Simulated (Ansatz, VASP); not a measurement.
**Ag in VASP and in Ansatz**

INCAR

```
SYSTEM = Ag
PREC = Accurate
ENCUT = 520
EDIFF = 1E-7
ISMEAR = -1
SIGMA = 0.1
LREAL = .FALSE.
LASPH = .TRUE.
NELM = 60
ALGO = Normal
ISIF = 2
LWAVE = .FALSE.
LCHARG = .TRUE.
GGA = PE
LELF = .TRUE.
LVHAR = .TRUE.
NBANDS = 12
```

Contents of KPOINTS:

```
Automatic mesh
0
G
  16 16 16
  0 0 0
```

Contents of POSCAR:

```
Ag
1.0
    0.0000000000      1.8239238029      1.8239238029
    1.8239238029      0.0000000000      1.8239238029
    1.8239238029      1.8239238029      0.0000000000
Ag
1
Direct
    0.0000000000      0.0000000000      0.0000000000
```

Input for Ansatz:

```yaml
crystal:
  lattice:
    - [0.0, 1.8239238029, 1.8239238029]
    - [1.8239238029, 0.0, 1.8239238029]
    - [1.8239238029, 1.8239238029, 0.0]
  atoms:
    - { symbol: Ag, position: [0.0, 0.0, 0.0] }
kpoints:
  mp_grid: { grid: [16, 16, 16] }
scf:
  occupations: { method: fermi_dirac, width: 0.1 }
hamiltonian:
  xc: pbe
  pseudopotentials: { kind: all_electron, lapw: { basis_error: 0.001 } }
output:
  forces: true
  stress: true
  eigenvalues: true
  populations: true
```

Change from the starting cell: volume scaled by 0.68, LAPW.

Alike in both runs: task single point; functional PBE; k mesh 16 × 16 × 16; occupations fermi-dirac, width 0.1 eV; no spin polarisation.

```csv
,VASP,Ansatz
version,VASP 6.6.1,Ansatz 0.2.0
potentials or method,"VASP PAW PBE potentials, release 64 (Ag), cutoff 520 eV","all-electron LAPW, scalar-relativistic"
```

Ansatz gave:

| Item | Value |
| --- | --- |
| pressure (GPa) | 105.1 |

Problem. What did VASP give for the same quantities?

Solution. Pressure (GPa): 104.3.

Both programs put the cell under a high pressure, so it lies far from rest at this level. Ansatz ran all-electron here, and VASP with PAW potentials.

Noted on VASP's run: the cell as given lies far from equilibrium.
